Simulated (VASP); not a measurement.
Crystal: Co.

```
Co
1.0
     2.50740    0.00000    0.00000
    -1.25370    2.17147    0.00000
     0.00000    0.00000    4.06990
Co
2
Direct
  0.33333 0.66667 0.25000
  0.66667 0.33333 0.75000
```

Base run:

* Program: VASP 6.6.1
* Functional: r2SCAN
* Potentials or basis: VASP PAW PBE potentials, release 64 (Co)
* Cutoff: 520 eV
* k mesh: 14 × 14 × 8
* Occupations: methfessel-paxton, width 0.15 eV
* Spin: collinear spin, ferromagnetic start
* Starting moments: [3.0, 3.0] μB
* Hubbard terms: Co d U = 1.3 eV

Its results: pressure -9.2 GPa; net moment 3.60 μB per cell; site moments Co +1.89 μB.

Q: The run is repeated on the same cell with these changes: occupations from methfessel-paxton, width 0.15 eV to fermi-dirac, width 0.1 eV; further incar settings from ALGO = Normal; EDIFF = 1e-07; NBANDS = 20 to ALGO = Normal; EDIFF = 1e-06; NBANDS = 20. What comes out?

A: Pressure -8.7 GPa; net moment 3.62 μB per cell; site moments Co +1.90 μB.

Caveats: the cell stands under tension; the PAW data sets were made with another functional, which shifts forces and pressure a little; the U is typed as a test and isn't derived for this compound.
